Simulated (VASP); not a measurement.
# AlN (I-4m2) in VASP: further runs, part 2 of 2

VASP 6.6.1.

## Step 3: Single point, r2SCAN (strain +0.030 along x and y, -0.030 along z)

POSCAR

```
AlN
1.0
    0.0000000000      2.2504476450      2.1193536074
    2.2504476450      0.0000000000      2.1193536074
    2.2504476450      2.2504476450      0.0000000000
Al N
1 1
Direct
    0.0000000000      0.0000000000      0.0000000000
    0.7500000000      0.7500000000      0.7500000000
```

INCAR.step1

```
ALGO = Normal
EDIFF = 1E-4
ENCUT = 520
GGA = PE
ISMEAR = 0
LASPH = True
LCHARG = False
LREAL = False
LWAVE = True
NBANDS = 11
NELM = 80
PREC = Accurate
SIGMA = 0.05
```

INCAR.step2

```
ALGO = Normal
EDIFF = 1E-7
ENCUT = 520
ISIF = 2
ISMEAR = 0
ISTART = 1
LASPH = True
LCHARG = False
LMIXTAU = True
LREAL = False
LWAVE = False
METAGGA = R2SCAN
NBANDS = 11
NELM = 80
PREC = Accurate
SIGMA = 0.05
```

KPOINTS

```
k-points
0
Gamma
  10 10 10
```

Potentials or basis: VASP PAW PBE potentials, release 64 (Al, N).

Launch:

```console
cat potpaw_PBE.64/Al/POTCAR potpaw_PBE.64/N/POTCAR > POTCAR
cp INCAR.step1 INCAR
mpirun -np 1 vasp_std > vasp.out
cp INCAR.step2 INCAR
mpirun -np 1 vasp_std > vasp.out
```

It took 2.3 min on 1 thread of AMD EPYC 7R43 (Zen 3), shared host; peak memory 0.11 GiB.

Results (log left out):

* Free energy: -19.1465 eV
* Pressure: -6.4 GPa
* Band gap on the k mesh: 3.61 eV, indirect (least direct gap 4.45 eV)

Stress tensor (GPa, compression positive):
```
-8.89  0.00  0.00
 0.00 -8.89  0.00
 0.00  0.00 -1.38
```

Levels at points of the mesh, in eV from the valence-band top:
```tsv
k point	band 1	band 2	band 3	band 4	band 5	band 6	band 7	band 8	band 9
(0.00, 0.00, 0.00)	-15.73	-0.23	-0.23	0.00	4.45	13.01	13.10	13.10	17.16
(0.50, 0.00, 0.00)	-13.80	-5.93	-0.88	-0.41	7.64	10.47	11.06	12.32	18.56
(0.50, 0.50, 0.00)	-13.04	-4.64	-2.26	-2.26	3.61	8.49	15.33	16.08	16.08
(0.50, 0.00, 0.50)	-13.28	-5.20	-1.76	-1.75	3.86	9.44	14.22	15.68	17.46
```

Caveat: the cell differs from its parent crystal (strain +0.030 along x and y, -0.030 along z); the PAW data sets were made with another functional, which shifts forces and pressure a little.

## Step 4: Single point, r2SCAN (strain +0.030 along x and y, -0.015 along z)

POSCAR

```
AlN
1.0
    0.0000000000      2.2504476450      2.1521271168
    2.2504476450      0.0000000000      2.1521271168
    2.2504476450      2.2504476450      0.0000000000
Al N
1 1
Direct
    0.0000000000      0.0000000000      0.0000000000
    0.7500000000      0.7500000000      0.7500000000
```

INCAR.step1

```
SYSTEM = AlN
PREC = Accurate
ENCUT = 520
ISMEAR = 0
SIGMA = 0.05
LREAL = .False.
LASPH = .True.
NELM = 100
NBANDS = 11
GGA = PE
ALGO = Normal
EDIFF = 1E-4
LWAVE = .True.
LCHARG = .False.
```

INCAR.step2

```
SYSTEM = AlN
PREC = Accurate
ENCUT = 520
EDIFF = 1E-7
ISMEAR = 0
SIGMA = 0.05
LREAL = .False.
LASPH = .True.
NELM = 100
ALGO = Normal
ISIF = 2
LWAVE = .False.
LCHARG = .False.
METAGGA = R2SCAN
LMIXTAU = .True.
NBANDS = 11
ISTART = 1
```

KPOINTS

```
Automatic mesh
0
Gamma
  10 10 10
  0 0 0
```

Potentials or basis: VASP PAW PBE potentials, release 64 (Al, N).

Launch:

```console
cat potpaw_PBE.64/Al/POTCAR potpaw_PBE.64/N/POTCAR > POTCAR
cp INCAR.step1 INCAR
mpirun -np 1 vasp_std > vasp.out
cp INCAR.step2 INCAR
mpirun -np 1 vasp_std > vasp.out
```

OUTCAR:

```text
SYSTEM = AlN
   PREC = Accurate
   ENCUT = 520
   EDIFF = 1E-7
   ISMEAR = 0
   LREAL = .False.
   LASPH = .True.
   NELM = 100
   ISIF = 2
   METAGGA = R2SCAN
   ISTART = 1

 ion  position               nearest neighbor table
   1  0.000  0.000  0.000-   2 1.92   2 1.92   2 1.92   2 1.92
   2  0.750  0.750  0.750-   1 1.92   1 1.92   1 1.92   1 1.92

  LATTYP: Found a body centered tetragonal cell.
 ALAT       =     3.1826135810
 C/A-ratio  =     1.3524275329

  Lattice vectors:

 A1 = (   0.0000000000,  -2.2504476450,  -2.1521271168)
 A2 = (   0.0000000000,   2.2504476450,  -2.1521271168)
[... 513 lines left out ...]
      7      18.4764      0.00000
      8      20.1834      0.00000
      9      20.8397      0.00000
     10      26.8485      0.00000
     11      29.3016      0.00000

 [... further k-points ...]
[... 5 lines left out ...]
  --------------------------------------------------------------------------------------
  -------------------------------------------------------------------------------------
  Total       -1.4992795     -1.4992795     -0.6949818      0.0000000     -0.0000000      0.0000000
  in kB     -110.1938689   -110.1938689    -51.0796886      0.0000000     -0.0000000      0.0000000
  external PRESSURE =     -90.4891421 kB  Pullay stress =       0.0000000 kB

 VOLUME and BASIS-vectors are now :
 -----------------------------------------------------------------------------
  energy-cutoff  :      520.00
  volume of cell :       21.80
      direct lattice vectors                 reciprocal lattice vectors
     0.000000000  2.250447645  2.152127117    -0.222178019  0.222178019  0.232328284
     2.250447645  0.000000000  2.152127117     0.222178019 -0.222178019  0.232328284
     2.250447645  2.250447645  0.000000000     0.222178019  0.222178019 -0.232328284

 POSITION                                       TOTAL-FORCE (eV/Angst)
 -----------------------------------------------------------------------------------
      0.00000      0.00000      0.00000         0.000000      0.000000      0.000000
      3.37567      3.37567      3.22819        -0.000000     -0.000000     -0.000000
 -----------------------------------------------------------------------------------
    total drift:                               -0.000000     -0.000000     -0.000002

  FREE ENERGIE OF THE ION-ELECTRON SYSTEM (eV)
  ---------------------------------------------------
  free  energy   TOTEN  =       -19.1400128852 eV

  energy  without entropy=      -19.1400128852  energy(sigma->0) =      -19.14001289
```

OSZICAR.step1:

```text
N       E                     dE             d eps       ncg     rms          rms(c)
DAV:   1     0.115276160023E+02    0.11528E+02   -0.38182E+03  2300   0.600E+02
DAV:   2    -0.161251141448E+02   -0.27653E+02   -0.26537E+02  2640   0.137E+02
DAV:   3    -0.171198208146E+02   -0.99471E+00   -0.99317E+00  2765   0.246E+01
DAV:   4    -0.171255500414E+02   -0.57292E-02   -0.57288E-02  2529   0.204E+00
DAV:   5    -0.171256243046E+02   -0.74263E-04   -0.74263E-04  2748   0.224E-01    0.841E+00
DAV:   6    -0.148373785259E+02    0.22882E+01   -0.11985E+01  2637   0.171E+01    0.278E+00
DAV:   7    -0.148366900082E+02    0.68852E-03   -0.15465E-01  2487   0.317E+00    0.200E+00
DAV:   8    -0.148315813257E+02    0.51087E-02   -0.31002E-02  2448   0.165E+00    0.605E-01
DAV:   9    -0.148299489468E+02    0.16324E-02   -0.46477E-03  2718   0.404E-01    0.237E-01
DAV:  10    -0.148299948223E+02   -0.45876E-04   -0.50403E-04  2394   0.144E-01
   1 F= -.14829995E+02 E0= -.14829995E+02  d E =-.631837E-20
```

Run time: 2.4 min. Hardware: 1 thread of AMD EPYC 7R43 (Zen 3), shared host; peak memory 0.12 GiB.

Results:

```
Free energy            : -19.1400 eV
Pressure               : -9.0 GPa
Band gap on the k mesh : 3.67 eV, indirect (least direct gap 4.35 eV)
```

Levels at points of the mesh, in eV from the valence-band top:
| k point | band 1 | band 2 | band 3 | band 4 | band 5 | band 6 | band 7 | band 8 | band 9 |
| --- | --- | --- | --- | --- | --- | --- | --- | --- | --- |
| (0.00, 0.00, 0.00) | -15.60 | -0.17 | -0.17 | 0.00 | 4.35 | 12.90 | 12.97 | 12.97 | 17.33 |
| (0.50, 0.00, 0.00) | -13.72 | -5.83 | -0.78 | -0.42 | 7.59 | 10.39 | 11.14 | 12.03 | 18.48 |
| (0.50, 0.50, 0.00) | -13.01 | -4.65 | -2.12 | -2.12 | 3.67 | 8.59 | 14.97 | 16.01 | 16.01 |
| (0.50, 0.00, 0.50) | -13.19 | -5.07 | -1.75 | -1.75 | 3.86 | 9.30 | 14.16 | 15.72 | 17.03 |

Caveat: the cell differs from its parent crystal (strain +0.030 along x and y, -0.015 along z); the PAW data sets were made with another functional, which shifts forces and pressure a little. A k mesh can miss the band edges.

## Step 5: Summary

```csv
cell,gap on the mesh (eV),pressure (GPa)
"a = 3.068, b = 3.068, c = 3.136 Å, angles 59.3, 59.3, 61.5°, 2 atoms",3.69,-0.4
"a = 3.091, b = 3.091, c = 3.183 Å, angles 59.0, 59.0, 62.0°, 2 atoms",3.61,-6.4
"a = 3.114, b = 3.114, c = 3.183 Å, angles 59.3, 59.3, 61.5°, 2 atoms",3.67,-9.0
```

Alike in all rows: task single point; level r2SCAN; potentials or basis VASP PAW PBE potentials, release 64 (Al, N); no spin polarisation; k mesh 10 × 10 × 10; cutoff (eV) 520; smearing gaussian 0.05 eV.

Caveats: the PAW data sets were made with another functional, which shifts forces and pressure a little.

Absolute energies hang on the potentials; compare differences alone.
